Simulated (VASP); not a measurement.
Input of a VASP 6.6.1 run:

Contents of POSCAR:

```
SrSiH6
1.0
    3.2626116483      1.8836697134      2.0504334032
   -3.2626116483      1.8836697134      2.0504334032
    0.0000000000     -3.7673394268      2.0504334032
Sr Si H
1 1 6
Direct
    0.5000000000      0.5000000000      0.5000000000
    0.0000000000      0.0000000000      0.0000000000
    0.9293916413      0.2701202240      0.2701202240
    0.2701202240      0.9293916413      0.2701202240
    0.2701202240      0.2701202240      0.9293916413
    0.0706083587      0.7298797760      0.7298797760
    0.7298797760      0.0706083587      0.7298797760
    0.7298797760      0.7298797760      0.0706083587
```

File INCAR.step1:

```
SYSTEM = SrSiH6
ALGO     = Normal         ! electronic algorithm
EDIFF    = 1E-4           ! SCF threshold, eV
ENCUT    = 600            ! plane-wave cutoff, eV
GGA      = PE             ! functional
ISMEAR   = -1             ! smearing method
LASPH    = .True.         ! aspherical terms in the spheres
LCHARG   = .False.        ! write CHGCAR
LREAL    = .False.        ! projectors in reciprocal space
LWAVE    = .True.         ! write WAVECAR
NELM     = 80             ! most SCF steps
PREC     = Accurate       ! precision mode
SIGMA    = 0.03           ! smearing width, eV
```

Contents of INCAR.step2:

```
SYSTEM = SrSiH6
ALGO     = Normal         ! electronic algorithm
BPARAM   = 11.95        
CPARAM   = 0.0093       
EDIFF    = 1E-6           ! SCF threshold, eV
EDIFFG   = -0.01          ! ionic threshold
ENCUT    = 600            ! plane-wave cutoff, eV
IBRION   = 2              ! ionic algorithm
ISIF     = 3              ! what is computed and relaxed
ISMEAR   = -1             ! smearing method
ISTART   = 1            
IVDW_NL  = 2            
LASPH    = .True.         ! aspherical terms in the spheres
LCHARG   = .False.        ! write CHGCAR
LMIXTAU  = .True.       
LREAL    = .False.        ! projectors in reciprocal space
LUSE_VDW = .True.       
LWAVE    = .False.        ! write WAVECAR
METAGGA  = R2SCAN         ! meta-GGA
NELM     = 80             ! most SCF steps
NSW      = 100            ! ionic steps
PREC     = Accurate       ! precision mode
SIGMA    = 0.03           ! smearing width, eV
```

Contents of KPOINTS:

```
k-points
0
Gamma
  6 6 6
  0 0 0
```

Potentials or basis: VASP PAW PBE potentials, release 64 (Sr_sv, Si, H).

The run is started by

```bash
$ cat potpaw_PBE.64/Sr_sv/POTCAR potpaw_PBE.64/Si/POTCAR potpaw_PBE.64/H/POTCAR > POTCAR
$ cp INCAR.step1 INCAR
$ mpirun -np 1 vasp_std > vasp.out
$ cp INCAR.step2 INCAR
$ mpirun -np 1 vasp_std > vasp.out
```

(1) Estimate the space group after relaxing (to 0.1 Å).

(2) What does it give for the relaxed volume?

(3) What does it give for the band gap on the k mesh?

(4) Estimate the relaxed cell.

## Answers

(1) R-3m (No. 166).

(2) 9.63 Å³/atom.

(3) 2.43 eV (least direct gap 3.55 eV).

(4) a = 4.314 Å, b = 4.314 Å, c = 4.314 Å, α = 98.90°, β = 98.90°, γ = 98.90°.

Caveat: the PAW data sets were made with another functional, which shifts forces and pressure a little.
